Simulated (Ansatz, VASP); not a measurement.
# Sc2SiF2: VASP beside Ansatz

```
CELL_PARAMETERS angstrom
3.73667 0.00000 0.00000
-1.86834 3.23605 0.00000
0.00000 0.00000 12.99949
ATOMIC_POSITIONS crystal
Sc 0.66667 0.33333 0.87630
Sc 0.33333 0.66667 0.12370
Sc 0.33333 0.66667 0.37630
Sc 0.66667 0.33333 0.62370
Si 0.00000 0.00000 0.25000
Si 0.00000 0.00000 0.75000
F 0.66667 0.33333 0.05391
F 0.33333 0.66667 0.94609
F 0.33333 0.66667 0.55391
F 0.66667 0.33333 0.44609
```

Alike in both runs: functional PBE; k mesh 12 × 12 × 4; occupations gaussian, width 0.1 eV; no spin polarisation.

Ansatz relaxed the structure, and its values are those at the end. VASP's run is a single point on that final structure, the one shown.

|  | VASP | Ansatz |
| --- | --- | --- |
| version | VASP 6.6.1 | Ansatz 0.2.0 |
| potentials or method | VASP PAW PBE potentials, release 64 (Sc_sv, Si, F), cutoff 520 eV | scalar-relativistic, plane waves, PAW |
| valence electrons in the cell | 80 | 80 |

|  | VASP | Ansatz | Ansatz less VASP |
| --- | --- | --- | --- |
| gap on the k mesh at the Fermi level (eV) | none | none | - |
| pressure (GPa) | 0.1 | 0.0 | -0.14 |
| rms of the force components (eV/Å) | 0.007 | 0.001 | -0.0061 |

A gap of «none» marks a metal or a gap that the smearing closes. The functional is the same, so the differences come from potentials, cutoffs and numerics.
